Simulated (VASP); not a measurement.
# CoO (I4/mmm) in VASP: notebook, part 2 of 2

VASP 6.6.1. The steps go on from the part before.

**3. Single point, PBE, collinear spin, ferromagnetic start**

INCAR reads:

```
PREC     = Accurate       # precision mode
ENCUT    = 520            # plane-wave cutoff, eV
EDIFF    = 1E-6           # SCF threshold, eV
ISMEAR   = -1             # smearing method
SIGMA    = 0.05           # smearing width, eV
LREAL    = F              # projectors in reciprocal space
LASPH    = T              # aspherical terms in the spheres
NELM     = 150            # most SCF steps
ALGO     = Normal         # electronic algorithm
ISIF     = 2              # what is computed and relaxed
LWAVE    = F              # write WAVECAR
LCHARG   = F              # write CHGCAR
ISPIN    = 2              # spin polarisation
MAGMOM   = 2 0            # initial moments
LORBIT   = 11             # projections on sites
LMAXMIX  = 4              # l up to which the mixer works
GGA      = PE             # functional
NBANDS   = 18             # bands
```

KPOINTS reads:

```
Automatic mesh
0
Gamma
  12 12 12
```

POSCAR reads:

```
CoO
1.0
   -1.5040831668      1.5040831668      2.1181591754
    1.5040831668     -1.5040831668      2.1181591754
    1.5040831668      1.5040831668     -2.1181591754
Co O
1 1
Direct
    0.0000000000      0.0000000000      0.0000000000
    0.5000000000      0.5000000000      0.0000000000
```

Potentials or basis: VASP PAW PBE potentials, release 64 (Co, O).

The run is started by

```sh
cat potpaw_PBE.64/Co/POTCAR potpaw_PBE.64/O/POTCAR > POTCAR
mpirun -np 1 vasp_std > vasp.out
```

OUTCAR:

```text
PREC = Accurate
   ENCUT = 520
   EDIFF = 1E-6
   ISMEAR = -1
   LREAL = F
   LASPH = T
   NELM = 150
   ISIF = 2
   ISPIN = 2
   LORBIT = 11
   GGA = PE

 ion  position               nearest neighbor table
   1  0.000  0.000  0.000-   2 2.12   2 2.12   2 2.13   2 2.13   2 2.13   2 2.13
   2  0.500  0.500  0.000-   1 2.12   1 2.12   1 2.13   1 2.13   1 2.13   1 2.13

  LATTYP: Found a body centered tetragonal cell.
 ALAT       =     3.0081663336
 C/A-ratio  =     1.4082726422

  Lattice vectors:

 A1 = (  -1.5040831668,   1.5040831668,   2.1181591754)
 A2 = (   1.5040831668,  -1.5040831668,   2.1181591754)
 A3 = (   1.5040831668,   1.5040831668,  -2.1181591754)

Analysis of symmetry for initial positions (statically):
=====================================================================
 Subroutine PRICEL returns:
 Original cell was already a primitive cell.

 Routine SETGRP: Setting up the symmetry group for a
 body centered tetragonal supercell.

 Subroutine GETGRP returns: Found 16 space group operations
 (whereof 16 operations were pure point group operations)
 out of a pool of 16 trial point group operations.

The static configuration has the point symmetry D_4h.

Analysis of symmetry for dynamics (positions and initial velocities):
=====================================================================
 Subroutine PRICEL returns:
 Original cell was already a primitive cell.

 Routine SETGRP: Setting up the symmetry group for a
 body centered tetragonal supercell.

 Subroutine GETGRP returns: Found 16 space group operations
 (whereof 16 operations were pure point group operations)
 out of a pool of 16 trial point group operations.

The dynamic configuration has the point symmetry D_4h.

Analysis of structural, dynamic, and magnetic symmetry:
=====================================================================
 Subroutine PRICEL returns:
[... 142 lines left out ...]
  volume of cell :       19.17
 maximum number of plane-waves:       533
 NGX is ok and might be reduce to    24
   NGX = 11   NGY = 11   NGZ = 11

 number of electron      15.0000006 magnetization       2.8847344

 Free energy of the ion-electron system (eV)
  ---------------------------------------------------
  ext. energy  EPLUGINS =         0.00000000
  ---------------------------------------------------
  free energy    TOTEN  =       -13.06351277 eV

  energy without entropy =      -13.02834822  energy(sigma->0) =      -13.04593049

 E-fermi :   8.0182     XC(G=0): -12.4554

 val. band max:        8.0181384087   @ k =   0.2500   0.0833   0.0833
 cond. band min:       8.0206377059   @ k =  -0.2500  -0.2500   0.2500
 fundamental gap:      0.0024992971
 Fermi energy:         8.0181862780

 spin component 1

 k-point     1 :       0.0000    0.0000    0.0000
  band No.  band energies     occupation
      1     -12.2420      1.00000
      2       4.7636      1.00000
      3       4.7639      1.00000
      4       4.8641      1.00000
      5       4.8768      1.00000
      6       4.8768      1.00000
[... 493 lines left out ...]
     17      35.4129      0.00000
     18      36.9607      0.00000

 [... further k-points ...]

 spin component 2

 k-point     1 :       0.0000    0.0000    0.0000
  band No.  band energies     occupation
      1     -11.7490      1.00000
      2       5.4094      1.00000
      3       5.4296      1.00000
      4       5.4297      1.00000
      5       6.9016      1.00000
      6       6.9016      1.00000
[... 493 lines left out ...]
     17      35.8358      0.00000
     18      37.4264      0.00000

 [... further k-points ...]
[... 5 lines left out ...]
  --------------------------------------------------------------------------------------
  -------------------------------------------------------------------------------------
  Total       -0.1054840     -0.1054840     -0.0906492      0.0000000      0.0000000      0.0000000
  in kB       -8.8172853     -8.8172853     -7.5772610      0.0000000      0.0000000      0.0000000
  external PRESSURE =      -8.4039439 kB  Pullay stress =       0.0000000 kB

 VOLUME and BASIS-vectors are now :
 -----------------------------------------------------------------------------
  energy-cutoff  :      520.00
  volume of cell :       19.17
      direct lattice vectors                 reciprocal lattice vectors
    -1.504083167  1.504083167  2.118159175     0.000000000  0.332428426  0.236054025
     1.504083167 -1.504083167  2.118159175     0.332428426  0.000000000  0.236054025
     1.504083167  1.504083167 -2.118159175     0.332428426  0.332428426  0.000000000

 POSITION                                       TOTAL-FORCE (eV/Angst)
 -----------------------------------------------------------------------------------
      0.00000      0.00000      0.00000        -0.000000      0.000000      0.000000
      0.00000      0.00000      2.11816         0.000000     -0.000000     -0.000000
 -----------------------------------------------------------------------------------
    total drift:                               -0.000000      0.000000     -0.000000

  FREE ENERGIE OF THE ION-ELECTRON SYSTEM (eV)
  ---------------------------------------------------
  free  energy   TOTEN  =       -13.0635127659 eV

  energy  without entropy=      -13.0283482219  energy(sigma->0) =      -13.04593049

 total charge

# of ion       s       p       d       tot
------------------------------------------
    1        0.296   0.361   7.149   7.807
    2        1.556   3.427   0.000   4.984
--------------------------------------------------
tot          1.852   3.789   7.149  12.790

 magnetization (x)

# of ion       s       p       d       tot
------------------------------------------
    1        0.021   0.018   2.505   2.544
    2        0.029   0.264   0.000   0.293
--------------------------------------------------
tot          0.049   0.282   2.505   2.836
```

OSZICAR:

```text
N       E                     dE             d eps       ncg     rms          rms(c)
DAV:   1     0.756106258789E+02    0.75611E+02   -0.65527E+03 12326   0.957E+02
DAV:   2    -0.107932281949E+02   -0.86404E+02   -0.74591E+02 12406   0.220E+02
DAV:   3    -0.153989059795E+02   -0.46057E+01   -0.44636E+01 13726   0.539E+01
DAV:   4    -0.154452571922E+02   -0.46351E-01   -0.46309E-01 14390   0.515E+00
DAV:   5    -0.154463130290E+02   -0.10558E-02   -0.10557E-02 14538   0.778E-01    0.166E+01
DAV:   6    -0.143194948294E+02    0.11268E+01   -0.16349E+01 15128   0.601E+01    0.199E+01
DAV:   7    -0.131767859787E+02    0.11427E+01   -0.70137E+00 14704   0.470E+01    0.815E+00
DAV:   8    -0.130790986316E+02    0.97687E-01   -0.39685E-01 16954   0.974E+00    0.418E+00
DAV:   9    -0.130806866523E+02   -0.15880E-02   -0.23826E-01 17372   0.818E+00    0.282E+00
DAV:  10    -0.130659301710E+02    0.14756E-01   -0.76483E-02 17218   0.520E+00    0.720E-01
DAV:  11    -0.130635697701E+02    0.23604E-02   -0.23725E-02 16300   0.225E+00    0.322E-01
DAV:  12    -0.130634849793E+02    0.84791E-04   -0.28480E-03 16928   0.709E-01    0.735E-02
DAV:  13    -0.130635445809E+02   -0.59602E-04   -0.24075E-04 14404   0.140E-01    0.795E-02
DAV:  14    -0.130635403568E+02    0.42241E-05   -0.59607E-06 16056   0.244E-02    0.756E-02
DAV:  15    -0.130635290197E+02    0.11337E-04   -0.41081E-06 12820   0.491E-02    0.627E-02
DAV:  16    -0.130635119729E+02    0.17047E-04   -0.85279E-05 15542   0.152E-01    0.232E-02
DAV:  17    -0.130635127659E+02   -0.79296E-06   -0.63907E-06 15118   0.305E-02
   1 F= -.13063513E+02 E0= -.13045930E+02  d E =-.351645E-01  mag=     2.8858
```

Run time: 98 s. Hardware: 1 thread of Intel Xeon Platinum 8375C at 2.90GHz (Ice Lake), shared host; peak memory 0.21 GiB.

Results:

- Free energy: -13.0635 eV
- Pressure: -0.8 GPa
- Net moment: 2.88 μB per cell
- Site moments: Co +2.54; O +0.29 μB
- Valence electrons inside the program's atomic spheres: Co 7.81; O 4.98

Stress tensor (GPa, compression positive):
```
-0.88  0.00  0.00
 0.00 -0.88  0.00
 0.00  0.00 -0.76
```

Caveat: a cell with one magnetic atom can't hold antiferromagnetic order, which such compounds often take; semilocal functionals often make such compounds metallic where correlation or magnetic order opens a gap, which also shifts bond lengths.

**4. Relaxation of cell and atoms, PBE, collinear spin, ferromagnetic start**

INCAR reads:

```
PREC = Accurate ; ENCUT = 600
EDIFF = 1E-6 ; ISMEAR = -1
SIGMA = 0.05 ; LREAL = False
LASPH = True ; NELM = 150
ALGO = Normal ; ISIF = 3
LWAVE = False ; LCHARG = False
ISPIN = 2 ; MAGMOM = 2 0
LORBIT = 11 ; LMAXMIX = 4
GGA = PE ; IBRION = 2
NSW = 60 ; EDIFFG = -0.01
```

KPOINTS reads:

```
regular mesh
0
Gamma
  12 12 12
```

POSCAR reads:

```
CoO
1.0
   -1.5080004400      1.5080004400      2.1072503600
    1.5080004400     -1.5080004400      2.1072503600
    1.5080004400      1.5080004400     -2.1072503600
Co O
1 1
Direct
    0.0000000000      0.0000000000      0.0000000000
    0.5000000000      0.5000000000      0.0000000000
```

Potentials or basis: VASP PAW PBE potentials, release 64 (Co, O).

The run is started by

```sh
cat potpaw_PBE.64/Co/POTCAR potpaw_PBE.64/O/POTCAR > POTCAR
mpirun -np 1 vasp_std > vasp.out
```

OUTCAR:

```text
PREC = Accurate
   ENCUT = 600
   EDIFF = 1E-6
   ISMEAR = -1
   LREAL = False
   LASPH = True
   NELM = 150
   ISIF = 3
   ISPIN = 2
   LORBIT = 11
   GGA = PE
   IBRION = 2
   NSW = 60
   EDIFFG = -0.01

 ion  position               nearest neighbor table
   1  0.000  0.000  0.000-   2 2.11   2 2.11   2 2.13   2 2.13   2 2.13   2 2.13
   2  0.500  0.500  0.000-   1 2.11   1 2.11   1 2.13   1 2.13   1 2.13   1 2.13

  LATTYP: Found a body centered tetragonal cell.
 ALAT       =     3.0160008800
 C/A-ratio  =     1.3973804676

  Lattice vectors:

 A1 = (  -1.5080004400,   1.5080004400,   2.1072503600)
 A2 = (   1.5080004400,  -1.5080004400,   2.1072503600)
 A3 = (   1.5080004400,   1.5080004400,  -2.1072503600)

Analysis of symmetry for initial positions (statically):
=====================================================================
 Subroutine PRICEL returns:
 Original cell was already a primitive cell.

 Routine SETGRP: Setting up the symmetry group for a
 body centered tetragonal supercell.

 Subroutine GETGRP returns: Found 16 space group operations
 (whereof 16 operations were pure point group operations)
 out of a pool of 16 trial point group operations.

The static configuration has the point symmetry D_4h.

Analysis of symmetry for dynamics (positions and initial velocities):
=====================================================================
 Subroutine PRICEL returns:
 Original cell was already a primitive cell.

 Routine SETGRP: Setting up the symmetry group for a
 body centered tetragonal supercell.

 Subroutine GETGRP returns: Found 16 space group operations
 (whereof 16 operations were pure point group operations)
 out of a pool of 16 trial point group operations.

The dynamic configuration has the point symmetry D_4h.

Analysis of structural, dynamic, and magnetic symmetry:
=====================================================================
 Subroutine PRICEL returns:
 Original cell was already a primitive cell.
[... 154 lines left out ...]
  free energy    TOTEN  =       -13.06540396 eV

  energy without entropy =      -13.03036426  energy(sigma->0) =      -13.04788411

------------------------ aborting loop because EDIFF is reached ----------------------------------------

  FORCE on cell =-STRESS in cart. coord.  units (eV):
  Direction    XX          YY          ZZ          XY          YZ          ZX
  --------------------------------------------------------------------------------------
  -------------------------------------------------------------------------------------
  Total       -0.0997870     -0.0997870     -0.0832289      0.0000000     -0.0000000      0.0000000
  in kB       -8.3407555     -8.3407555     -6.9567419      0.0000000     -0.0000000      0.0000000
  external PRESSURE =      -7.8794177 kB  Pullay stress =       0.0000000 kB
[... 59 lines left out ...]
--------------------------------------- Ionic step        3  -------------------------------------------

 number of electron      15.0000005 magnetization       2.8711926

 Free energy of the ion-electron system (eV)
  ---------------------------------------------------
  ext. energy  EPLUGINS =         0.00000000
  ---------------------------------------------------
  free energy    TOTEN  =       -13.06564418 eV

  energy without entropy =      -13.03050976  energy(sigma->0) =      -13.04807697

 E-fermi :   8.0871     XC(G=0): -12.4826

 val. band max:        8.0866001051   @ k =   0.2500   0.0833   0.0833
 cond. band min:       8.0900910039   @ k =   0.4167   0.2500   0.1667
 fundamental gap:      0.0034908988
 Fermi energy:         8.0870573550

 spin component 1

 k-point     1 :       0.0000    0.0000    0.0000
  band No.  band energies     occupation
      1     -12.2201      1.00000
      2       4.8295      1.00000
      3       4.8369      1.00000
      4       4.8932      1.00000
      5       4.9303      1.00000
      6       4.9303      1.00000
      7       4.9820      1.00000
      8       4.9820      1.00000
      9       5.1063      1.00000
     10       9.1647      0.00000
     11      24.9949      0.00000
     12      26.3213      0.00000
[... 333 lines left out ...]
      1     -11.1368      1.00000
      2       0.7277      1.00000
      3       2.2283      1.00000
      4       2.5993      1.00000
      5       5.2420      1.00000
      6       5.7449      1.00000
      7       6.1840      1.00000
      8       7.1341      1.00000
      9       7.4168      1.00000
     10      14.0167      0.00000
     11      18.0311      0.00000
     12      20.3510      0.00000

 [... further k-points ...]

 spin component 2

 k-point     1 :       0.0000    0.0000    0.0000
  band No.  band energies     occupation
      1     -11.7321      1.00000
      2       5.4246      1.00000
      3       5.4819      1.00000
      4       5.4819      1.00000
      5       6.9514      1.00000
      6       6.9515      1.00000
      7       6.9886      1.00000
      8       8.1134      0.37133
      9       8.1557      0.20217
     10       9.6999      0.00000
     11      24.9055      0.00000
     12      26.8197      0.00000
[... 374 lines left out ...]
  FREE ENERGIE OF THE ION-ELECTRON SYSTEM (eV)
  ---------------------------------------------------
  free  energy   TOTEN  =       -13.0656441839 eV

  energy  without entropy=      -13.0305097582  energy(sigma->0) =      -13.04807697

 reached required accuracy - stopping structural energy minimisation

 total charge

# of ion       s       p       d       tot
------------------------------------------
    1        0.297   0.365   7.154   7.816
    2        1.553   3.431   0.000   4.984
--------------------------------------------------
tot          1.850   3.796   7.154  12.800

 magnetization (x)

# of ion       s       p       d       tot
------------------------------------------
    1        0.021   0.018   2.494   2.533
    2        0.029   0.260   0.000   0.289
--------------------------------------------------
tot          0.050   0.278   2.494   2.822
```

OSZICAR:

```text
N       E                     dE             d eps       ncg     rms          rms(c)
DAV:   1     0.930239454227E+02    0.93024E+02   -0.79029E+03  7896   0.161E+03
DAV:   2    -0.808623732196E+01   -0.10111E+03   -0.89857E+02  8212   0.299E+02
[... 31 lines left out ...]
DAV:   1    -0.130660229840E+02   -0.41403E-03   -0.74304E-03  8288   0.147E+00    0.148E-01
DAV:   2    -0.130656709423E+02    0.35204E-03   -0.95605E-04  8984   0.572E-01    0.778E-02
DAV:   3    -0.130656531742E+02    0.17768E-04   -0.11356E-04 10432   0.206E-01    0.653E-02
DAV:   4    -0.130656468117E+02    0.63625E-05   -0.22340E-05 11368   0.118E-01    0.182E-02
DAV:   5    -0.130656438989E+02    0.29127E-05   -0.12783E-05  8940   0.380E-02    0.106E-02
DAV:   6    -0.130656441839E+02   -0.28495E-06   -0.11251E-06  3952   0.188E-02
   3 F= -.13065644E+02 E0= -.13048077E+02  d E =-.240219E-03  mag=     2.8712
```

CONTCAR:

```text
CoO
   1.00000000000000
    -1.5053751326029707    1.5053751326029707    2.1041905438628485
     1.5053751326029707   -1.5053751326029707    2.1041905438628485
     1.5053751326029707    1.5053751326029707   -2.1041905438628485
  Co              O
     1     1
Direct
     0.0000000000000000    0.0000000000000000    0.0000000000000000
     0.5000000000000000    0.5000000000000000    0.0000000000000000

  0.00000000E+00  0.00000000E+00  0.00000000E+00
  0.00000000E+00  0.00000000E+00  0.00000000E+00
```

It took 2.3 min on 1 thread of Intel Xeon Platinum 8375C at 2.90GHz (Ice Lake), shared host; peak memory 0.21 GiB.

What came out:

```
Free energy                                           : -13.0656 eV
Relaxed volume                                        : 9.54 Å³/atom
Relaxed cell                                          : a = 2.993 Å, b = 2.993 Å, c = 2.993 Å, α = 119.61°, β = 119.61°, γ = 90.67°
Space group after relaxing (to 0.05 Å)                : I4/mmm (No. 139)
Energy gained by relaxing                             : 0.1 meV/atom
Ionic steps                                           : 3
Pressure after relaxing                               : 0.0 GPa
Net moment                                            : 2.87 μB per cell
Site moments                                          : Co +2.53; O +0.29 μB
Valence electrons inside the program's atomic spheres : Co 7.82; O 4.98
```

Step by step:
```csv
step,energy change (eV),largest force (eV/Å),pressure (GPa),volume (Å³)
1,0.0000,0.0000,-0.79,19.17
2,-0.0002,0.0000,0.37,19.04
3,-0.0002,0.0000,-0.02,19.07
```

Final structure:
```yaml
crystal:
  lattice:
    - [-1.50538, 1.50538, 2.10419]
    - [1.50538, -1.50538, 2.10419]
    - [1.50538, 1.50538, -2.10419]
  atoms:
    - { symbol: Co, position: [0.00000, 0.00000, 0.00000] }
    - { symbol: O, position: [0.50000, 0.50000, 0.00000] }
```

Levels at points of the mesh, in eV from the Fermi level:
Spin up:
```tsv
k point	band 5	band 6	band 7	band 8	band 9	band 10	band 11	band 12
(0.00, 0.00, 0.00)	-3.16	-3.16	-3.11	-3.11	-2.98	1.08	16.91	18.23
(0.50, 0.00, 0.00)	-2.35	-2.31	-1.77	0.11	0.19	5.11	9.47	13.40
(0.50, 0.50, 0.00)	-3.97	-2.91	-2.37	-2.05	-1.99	5.97	9.86	11.80
(0.50, 0.50, 0.50)	-3.89	-2.88	-2.37	-2.06	-2.06	5.97	10.01	11.67
```
Spin down:
| k point | band 4 | band 5 | band 6 | band 7 | band 8 | band 9 |
| --- | --- | --- | --- | --- | --- | --- |
| (0.00, 0.00, 0.00) | -2.61 | -1.14 | -1.14 | -1.10 | 0.03 | 0.07 |
| (0.50, 0.00, 0.00) | -4.69 | -0.15 | -0.11 | 0.18 | 2.71 | 2.75 |
| (0.50, 0.50, 0.00) | -3.83 | -2.26 | 0.10 | 0.14 | 0.51 | 1.02 |
| (0.50, 0.50, 0.50) | -3.91 | -2.28 | 0.13 | 0.13 | 0.57 | 0.99 |

Caveat: a cell with one magnetic atom can't hold antiferromagnetic order, which such compounds often take; semilocal functionals often make such compounds metallic where correlation or magnetic order opens a gap, which also shifts bond lengths. With open d or f shells a metallic result of PBE can be an artefact of self-interaction; +U or a hybrid may open a gap.

**5. Summary**

```csv
task,fixed moment (μB),cell,k mesh,cutoff (eV),gap on the mesh (eV),pressure (GPa),moment (μB)
single point,4.0,"a = 2.998 Å, angles 119.6, 119.6, 90.7°, 2 atoms",10 × 10 × 10,520,-,24.3,4.00
single point,-,"a = 3.002 Å, angles 119.9, 119.9, 90.2°, 2 atoms",12 × 12 × 12,520,none,-0.8,2.88
relaxation of cell and atoms,-,"relaxed from a = 2.998 Å, angles 119.6, 119.6, 90.7°, 2 atoms",12 × 12 × 12,600,none,0.0,2.87
```

Alike in all rows: level PBE; potentials or basis VASP PAW PBE potentials, release 64 (Co, O); spin collinear, ferromagnetic start; smearing fermi-dirac 0.05 eV.

Caveats: a cell with one magnetic atom can't hold antiferromagnetic order, which such compounds often take; semilocal functionals often make such compounds metallic where correlation or magnetic order opens a gap, which also shifts bond lengths (some runs); the total moment is fixed, so each spin has its own Fermi level (some runs).

Total energies depend on the potentials used, so only differences within one code and one set of settings carry meaning.
